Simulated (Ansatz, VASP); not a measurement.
## PbO in VASP and in Ansatz

```
Pb O
1.0
     3.85517    0.00000    0.00000
     0.00000    3.85517    0.00000
     0.00000    0.00000    4.87134
Pb O
2 2
Direct
  0.00000 0.50000 0.23510
  0.50000 0.00000 0.76490
  0.00000 0.00000 0.00000
  0.50000 0.50000 0.00000
```

Change from the starting cell: strain -0.030 along x and y, -0.030 along z, atoms carried along.

Alike in both runs: task single point; functional PBEsol; k mesh 8 × 8 × 6; occupations gaussian, width 0.05 eV; no spin polarisation.

|  | VASP | Ansatz |
| --- | --- | --- |
| version | VASP 6.6.1 | Ansatz 0.2.0 |
| potentials or method | VASP PAW PBE potentials, release 64 (Pb_d, O), cutoff 520 eV | scalar-relativistic, plane waves, PAW |
| valence electrons in the cell | 40 | 40 |

|  | VASP | Ansatz | Ansatz less VASP |
| --- | --- | --- | --- |
| gap on the k mesh at the Fermi level (eV) | 1.01 | 1.00 | -0.010 |
| least direct gap on the mesh (eV) | 2.34 | 2.36 | +0.019 |
| pressure (GPa) | 10.8 | 10.6 | -0.15 |
| traceless stress, the component that is largest in VASP (GPa) | -1.36 | -1.35 | +0.015 |
| rms of the force components (eV/Å) | 0.654 | 0.629 | -0.0241 |

VASP's potentials were made for PBE, not for PBEsol. Atom by atom the forces differ by 0.024 eV/Å (rms over components). The functional is the same, so the differences come from potentials, cutoffs and numerics.

Neither program's run includes spin-orbit coupling.
